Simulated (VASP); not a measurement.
# C (C2/m) in VASP: a series of runs, part 2 of 2

VASP 6.6.1.

### Step 4. Single point, PBE0

This run uses another cell than the first one, of 9.52 Å³/atom.

Input file POSCAR:

```
C
1.0
    2.1553145742     -1.2444459046      0.0000000000
    2.1553145742      1.2444459046      0.0000000000
   -1.3972173651      0.0000000000      3.5489252341
C
2
Direct
    0.1666444700      0.1666444700      0.9999069600
    0.8333555300      0.8333555300      0.0000930400
```

Input file INCAR.step1:

```
ALGO = Normal
EDIFF = 1E-5
ENCUT = 520
GGA = PE
ISIF = 2
ISMEAR = -1
LASPH = True
LCHARG = False
LREAL = False
LWAVE = True
NBANDS = 11
NELM = 60
PREC = Accurate
SIGMA = 0.05
```

Input file INCAR.step2:

```
AEXX = 0.25
ALGO = Normal
EDIFF = 1E-7
ENCUT = 520
GGA = PE
ISIF = 2
ISMEAR = -1
ISTART = 1
LASPH = True
LCHARG = False
LHFCALC = True
LREAL = False
LWAVE = False
NBANDS = 11
NELM = 60
PREC = Accurate
PRECFOCK = Normal
SIGMA = 0.05
```

Input file KPOINTS:

```
k-points
0
Gamma
  6 6 4
```

Potentials or basis: VASP PAW PBE potentials, release 64 (C).

Launch:

```sh
cat potpaw_PBE.64/C/POTCAR > POTCAR
cp INCAR.step1 INCAR
mpirun -np 1 vasp_std > vasp.out
cp INCAR.step2 INCAR
mpirun -np 1 vasp_std > vasp.out
```

OUTCAR:

```text
AEXX = 0.25
   EDIFF = 1E-7
   ENCUT = 520
   GGA = PE
   ISIF = 2
   ISMEAR = -1
   ISTART = 1
   LASPH = True
   LHFCALC = True
   LREAL = False
   NELM = 60
   PREC = Accurate
   PRECFOCK = Normal

 ion  position               nearest neighbor table
   1  0.167  0.167  1.000-   2 1.44   2 1.44   2 1.44
   2  0.833  0.833  0.000-   1 1.44   1 1.44   1 1.44

  LATTYP: Found a base centered monoclinic cell.
 ALAT       =     4.3106291484
 B/A-ratio  =     0.5773848140
 C/A-ratio  =     0.8848045598
 COS(beta)  =    -0.3663329314

  Lattice vectors:

 A1 = (   2.1553145742,  -1.2444459046,   0.0000000000)
 A2 = (   2.1553145742,   1.2444459046,   0.0000000000)
 A3 = (  -1.3972173651,   0.0000000000,   3.5489252341)

Analysis of symmetry for initial positions (statically):
=====================================================================
 Subroutine PRICEL returns:
 Original cell was already a primitive cell.

 Routine SETGRP: Setting up the symmetry group for a
 base centered monoclinic supercell.

 Subroutine GETGRP returns: Found  4 space group operations
 (whereof  4 operations were pure point group operations)
 out of a pool of  4 trial point group operations.

The static configuration has the point symmetry C_2h.

Analysis of symmetry for dynamics (positions and initial velocities):
=====================================================================
 Subroutine PRICEL returns:
 Original cell was already a primitive cell.

 Routine SETGRP: Setting up the symmetry group for a
 base centered monoclinic supercell.

 Subroutine GETGRP returns: Found  4 space group operations
 (whereof  4 operations were pure point group operations)
 out of a pool of  4 trial point group operations.

The dynamic configuration has the point symmetry C_2h.

 Subroutine INISYM returns: Found  4 space group operations
 (whereof  4 operations are pure point group operations),
 and found     1 'primitive' translations

[... 125 lines left out ...]
   NKREDZ  =     1    reduce k-point grid by
   AEXX    =    0.2500 exact exchange contribution
   HFSCREEN=    0.0000 screening length (either q_TF or 0.3 A-1)
   HFSCREENC=   0.0000 screening length for correlation (either q_TF or 0.3 A-1)
   ENCUTFOCK=  -1.0 apply spherical cutoff to Coloumb kernel
   IVDW    =     0    specifies the selected vdW correction
   LEPSILON=     F    determine dielectric tensor
   LRPA    =     F    only Hartree local field effects (RPA)
 non-spin polarized calculation
  energy-cutoff  :      520.00
  volume of cell :       19.04
 maximum number of plane-waves:       521
 NGX is ok and might be reduce to    20
  NGX = 14; NGY = 14; NGZ = 24

 number of electron       7.9999999 magnetization

 Free energy of the ion-electron system (eV)
  ---------------------------------------------------
  ext. energy  EPLUGINS =         0.00000000
  ---------------------------------------------------
  free energy    TOTEN  =       -22.17429784 eV

  energy without entropy =      -22.17429737  energy(sigma->0) =      -22.17429760

 E-fermi :   3.9835     XC(G=0):  -7.8087

 val. band max:        3.3754112741   @ k =  -0.3333   0.3333   0.0000
 cond. band min:       4.5949985710   @ k =  -0.3333   0.3333   0.5000
 fundamental gap:      1.2195872969
 Fermi energy:         3.9835251480

 k-point     1 :       0.0000    0.0000    0.0000
  band No.  band energies     occupation
      1     -18.3498      2.00000
      2      -4.2243      2.00000
      3      -0.4171      2.00000
      4      -0.4139      2.00000
      5       8.6366      0.00000
      6      13.4562      0.00000
      7      13.4589      0.00000
      8      17.0318      0.00000
      9      17.5894      0.00000
     10      27.6641      0.00000
     11      29.1701      0.00000
[... 309 lines left out ...]
 k-point    24 :      -0.1667    0.1667    0.2500
  band No.  band energies     occupation
      1     -16.1573      2.00000
      2      -5.5575      2.00000
      3      -3.9621      2.00000
      4      -2.5713      2.00000
      5      11.5979      0.00000
      6      13.2415      0.00000
      7      15.0910      0.00000
      8      16.7164      0.00000
      9      22.1515      0.00000
     10      22.7174      0.00000
     11      27.8697      0.00000

 [... further k-points ...]
[... 5 lines left out ...]
  --------------------------------------------------------------------------------------
  -------------------------------------------------------------------------------------
  Total       -2.0473909     -2.0730750     -0.0156532      0.0000000      0.0000000     -0.0098547
  in kB     -172.3049741   -174.4665046     -1.3173498      0.0000000      0.0000000     -0.8293557
  external PRESSURE =    -116.0296095 kB  Pullay stress =       0.0000000 kB

 VOLUME and BASIS-vectors are now :
 -----------------------------------------------------------------------------
  energy-cutoff  :      520.00
  volume of cell :       19.04
      direct lattice vectors                 reciprocal lattice vectors
     2.155314574 -1.244445905  0.000000000     0.231984698 -0.401785243  0.091332735
     2.155314574  1.244445905  0.000000000     0.231984698  0.401785243  0.091332735
    -1.397217365  0.000000000  3.548925234     0.000000000  0.000000000  0.281775449

 POSITION                                       TOTAL-FORCE (eV/Angst)
 -----------------------------------------------------------------------------------
     -0.67874      0.00000      3.54860         0.004891      0.000000     -0.054400
      3.59216      0.00000      0.00033        -0.004891      0.000000      0.054400
 -----------------------------------------------------------------------------------
    total drift:                                0.000000      0.000000     -0.000000

  FREE ENERGIE OF THE ION-ELECTRON SYSTEM (eV)
  ---------------------------------------------------
  free  energy   TOTEN  =       -22.1742978369 eV

  energy  without entropy=      -22.1742973658  energy(sigma->0) =      -22.17429760
```

OUTCAR.step1:

```text
EDIFF = 1E-5
   ENCUT = 520
   GGA = PE
   ISIF = 2
   ISMEAR = -1
[... 560 lines left out ...]
 -----------------------------------------------------------------------------------
     -0.67874      0.00000      3.54860         0.002878      0.000000     -0.046445
      3.59216      0.00000      0.00033        -0.002878      0.000000      0.046445
 -----------------------------------------------------------------------------------
    total drift:                               -0.000000      0.000000      0.000000

  FREE ENERGIE OF THE ION-ELECTRON SYSTEM (eV)
  ---------------------------------------------------
  free  energy   TOTEN  =       -18.3968760550 eV

  energy  without entropy=      -18.3963529585  energy(sigma->0) =      -18.39661451
```

OSZICAR.step1:

```text
N       E                     dE             d eps       ncg     rms          rms(c)
DAV:   1     0.873864359872E+00    0.87386E+00   -0.40826E+03  1050   0.646E+02
DAV:   2    -0.190059468603E+02   -0.19880E+02   -0.18916E+02  1351   0.119E+02
DAV:   3    -0.194900212147E+02   -0.48407E+00   -0.48292E+00  1311   0.147E+01
DAV:   4    -0.194919444214E+02   -0.19232E-02   -0.19230E-02  1182   0.114E+00
DAV:   5    -0.194919520693E+02   -0.76478E-05   -0.76478E-05  1339   0.693E-02    0.608E+00
DAV:   6    -0.186611215142E+02    0.83083E+00   -0.69074E-01  1205   0.480E+00    0.355E+00
DAV:   7    -0.183933299772E+02    0.26779E+00   -0.80932E-01  1235   0.522E+00    0.978E-01
DAV:   8    -0.183970424243E+02   -0.37124E-02   -0.19181E-02  1159   0.874E-01    0.120E-01
DAV:   9    -0.183967945353E+02    0.24789E-03   -0.55271E-04  1269   0.144E-01    0.566E-02
DAV:  10    -0.183968758559E+02   -0.81321E-04   -0.16025E-04  1157   0.844E-02    0.272E-02
DAV:  11    -0.183968760550E+02   -0.19906E-06   -0.65875E-06  1264   0.148E-02
   1 F= -.18396876E+02 E0= -.18396615E+02  d E =-.523097E-03
```

Wall time 14 min (1 thread of Intel Xeon 8259CL, shared host); peak memory 0.14 GiB.

Results:

| Quantity | Value |
| --- | --- |
| Free energy | -22.1743 eV |
| Pressure | -11.6 GPa |
| Largest force | 0.055 eV/Å |

Forces on the atoms (eV/Å):
```
C    0.005  0.000 -0.054
C   -0.005  0.000  0.054
```

Caveat: the k points lie up to 0.50 Å⁻¹ apart; this functional lacks dispersion, which binds the layers, so the pressure and a relaxed spacing across them are unreliable; the PAW data sets were made with another functional, which shifts forces and pressure a little.

### Step 5. Single point, PBE0

This run uses another cell than the first one, of 9.70 Å³/atom.

Input file POSCAR:

```
C
1.0
    2.1690430626     -1.2523725254      0.0000000000
    2.1690430626      1.2523725254      0.0000000000
   -1.4061170787      0.0000000000      3.5715304629
C
2
Direct
    0.1666444700      0.1666444700      0.9999069600
    0.8333555300      0.8333555300      0.0000930400
```

Input file INCAR.step1:

```
SYSTEM = C
ALGO = Normal ; EDIFF = 1E-5
ENCUT = 520 ; GGA = PE
ISIF = 2 ; ISMEAR = -1
LASPH = .TRUE. ; LREAL = .FALSE.
LWAVE = .TRUE. ; NBANDS = 11
NELM = 60 ; PREC = Accurate
SIGMA = 0.05
```

Input file INCAR.step2:

```
SYSTEM = C
AEXX = 0.25 ; ALGO = Normal
EDIFF = 1E-6 ; ENCUT = 520
GGA = PE ; ISIF = 2
ISMEAR = -1 ; ISTART = 1
LASPH = .TRUE. ; LCHARG = .TRUE.
LELF = .TRUE. ; LHFCALC = .TRUE.
LREAL = .FALSE. ; LVHAR = .TRUE.
LWAVE = .FALSE. ; NBANDS = 11
NELM = 60 ; PREC = Accurate
PRECFOCK = Normal ; SIGMA = 0.05
```

Input file KPOINTS:

```
k-points
0
G
  6 6 4
  0 0 0
```

Launch:

```sh
cat potpaw_PBE.64/C/POTCAR > POTCAR
cp INCAR.step1 INCAR
mpirun -np 1 vasp_std > vasp.out
cp INCAR.step2 INCAR
mpirun -np 1 vasp_std > vasp.out
```

It took 13 min on 1 thread of Intel Xeon 8259CL, shared host; peak memory 0.14 GiB.

Results (log left out):

```
Free energy   : -22.1429 eV
Pressure      : -16.0 GPa
Largest force : 0.052 eV/Å
```

Forces in eV/Å, atoms in the order of the input:
```
C    0.005  0.000 -0.052
C   -0.005  0.000  0.052
```

Stress tensor (GPa, compression positive):
```
-23.85   0.00  -0.08
  0.00 -24.05   0.00
 -0.08   0.00  -0.22
```

Caveat: the k points lie up to 0.49 Å⁻¹ apart; this functional lacks dispersion, which binds the layers, so the pressure and a relaxed spacing across them are unreliable; the PAW data sets were made with another functional, which shifts forces and pressure a little.

### Step 6. Relaxation of cell and atoms, PBE

Input file INCAR:

```
SYSTEM = C
PREC = Accurate
ENCUT = 600
EDIFF = 1E-6
ISMEAR = -1
SIGMA = 0.05
LREAL = .False.
LASPH = .True.
NELM = 60
ALGO = Normal
ISIF = 3
LWAVE = .False.
LCHARG = .False.
GGA = PE
IBRION = 2
NSW = 60
EDIFFG = -0.01
```

Input file KPOINTS:

```
Automatic mesh
0
Gamma
  13 13 8
  0 0 0
```

Input file POSCAR:

```
C
1.0
    2.1273203072     -1.2282824400      0.0000000000
    2.1273203072      1.2282824400      0.0000000000
   -1.3790696309      0.0000000000      3.5028300786
C
2
Direct
    0.1666444700      0.1666444700      0.9999069600
    0.8333555300      0.8333555300      0.0000930400
```

Potentials or basis: VASP PAW PBE potentials, release 64 (C).

Launch:

```sh
cat potpaw_PBE.64/C/POTCAR > POTCAR
mpirun -np 1 vasp_std > vasp.out
```

Wall time 14 min (1 thread of Intel Xeon 8259CL, shared host); peak memory 0.17 GiB.

It converged, with:

* Free energy: -18.4545 eV
* Relaxed volume: 10.50 Å³/atom
* Relaxed cell: a = 2.467 Å, b = 2.467 Å, c = 4.225 Å, α = 106.69°, β = 106.69°, γ = 60.01°
* Space group after relaxing (to 0.1 Å): R-3m (No. 166)
* Energy gained by relaxing: 7.6 meV/atom
* Ionic steps: 31
* Pressure after relaxing: 0.1 GPa

Stress tensor (GPa, compression positive):
```
 0.08  0.00  0.00
 0.00 -0.02  0.00
 0.00  0.00  0.10
```

The path:
| step | energy change (eV) | largest force (eV/Å) | pressure (GPa) | volume (Å³) |
| --- | --- | --- | --- | --- |
| 1 | 0.0000 | 0.0045 | 3.84 | 18.31 |
| 2 | 0.0079 | 0.0077 | -6.27 | 18.89 |
| 3 | -0.0025 | 0.0020 | 0.35 | 18.50 |
| 4 | -0.0035 | 0.0039 | 0.35 | 18.59 |
| 5 | -0.0062 | 0.0199 | 0.29 | 18.85 |
| 6 | -0.0101 | 0.0528 | 0.26 | 19.39 |
| 7 | -0.0140 | 0.1200 | 0.28 | 20.46 |
| 8 | -0.0125 | 0.4636 | -0.16 | 20.69 |
| 9 | -0.0144 | 0.0694 | 0.14 | 20.53 |
| 10 | -0.0145 | 0.0392 | -0.10 | 20.63 |
| 11 | -0.0145 | 0.0296 | -0.04 | 20.60 |
| 12 | -0.0145 | 0.1148 | 0.18 | 20.63 |
| 13 | -0.0146 | 0.0441 | 0.09 | 20.61 |
| 14 | -0.0146 | 0.0138 | 0.23 | 20.64 |
| 15 | -0.0147 | 0.0056 | 0.29 | 20.65 |
| 16 | -0.0147 | 0.0500 | 0.06 | 20.70 |
| 17 | -0.0147 | 0.0585 | 0.04 | 20.70 |
| 18 | -0.0148 | 0.0378 | -0.06 | 20.73 |
| 19 | -0.0148 | 0.0204 | -0.23 | 20.78 |
| 20 | -0.0149 | 0.0220 | -0.07 | 20.80 |
| 21 | -0.0149 | 0.0244 | 0.02 | 20.80 |
| 22 | -0.0149 | 0.0311 | 0.14 | 20.81 |
| 23 | -0.0149 | 0.0066 | 0.18 | 20.82 |
| 24 | -0.0149 | 0.0279 | 0.20 | 20.83 |
| 25 | -0.0150 | 0.0308 | 0.15 | 20.85 |
| 26 | -0.0150 | 0.0405 | -0.01 | 20.90 |
| 27 | -0.0150 | 0.0187 | -0.03 | 20.92 |
| 28 | -0.0150 | 0.0367 | -0.06 | 20.94 |
| 29 | -0.0151 | 0.0342 | -0.04 | 20.96 |
| 30 | -0.0151 | 0.0300 | 0.00 | 21.01 |
| 31 | -0.0151 | 0.0019 | 0.05 | 21.01 |

Final structure:
```yaml
crystal:
  lattice:
    - [2.13627, -1.23359, -0.00471]
    - [2.13627, 1.23359, -0.00471]
    - [-1.39262, 0.00000, 3.98936]
  atoms:
    - { symbol: C, position: [0.16667, 0.16667, 0.00000] }
    - { symbol: C, position: [0.83333, 0.83333, 0.00000] }
```

Caveat: this functional lacks dispersion, which binds the layers, so the pressure and a relaxed spacing across them are unreliable.

### Step 7. Summary

```tsv
task	level	cell	k mesh	cutoff (eV)	grid for exact exchange (PRECFOCK)	share of exact exchange	screening parameter	pressure (GPa)	largest force (eV/Å)
single point	PBEsol-based screened hybrid with 25 % exact exchange	a = 2.456, b = 2.456, c = 3.765 Å, angles 108.5, 108.5, 60.0°, 2 atoms	7 × 7 × 4	520	Normal	0.25	0.207 1/Å	-3.4	0.01
single point	PBE0	a = 2.473, b = 2.473, c = 3.789 Å, angles 108.5, 108.5, 60.0°, 2 atoms	6 × 6 × 4	520	Normal	0.25	-	-6.8	0.06
single point	PBE0	a = 2.489, b = 2.489, c = 3.814 Å, angles 108.5, 108.5, 60.0°, 2 atoms	6 × 6 × 4	520	Normal	0.25	-	-11.6	0.05
single point	PBE0	a = 2.505, b = 2.505, c = 3.838 Å, angles 108.5, 108.5, 60.0°, 2 atoms	6 × 6 × 4	520	Normal	0.25	-	-16.0	0.05
relaxation of cell and atoms	PBE	relaxed from a = 2.456, b = 2.456, c = 3.765 Å, angles 108.5, 108.5, 60.0°, 2 atoms	13 × 13 × 8	600	-	-	-	0.1	-
```

Alike in all rows: potentials or basis VASP PAW PBE potentials, release 64 (C); no spin polarisation; smearing fermi-dirac 0.05 eV.

Caveats: some runs use coarse meshes; this functional lacks dispersion, which binds the layers, so the pressure and a relaxed spacing across them are unreliable; the PAW data sets were made with another functional, which shifts forces and pressure a little (at least some runs).

Absolute energies hang on the potentials; compare differences alone.
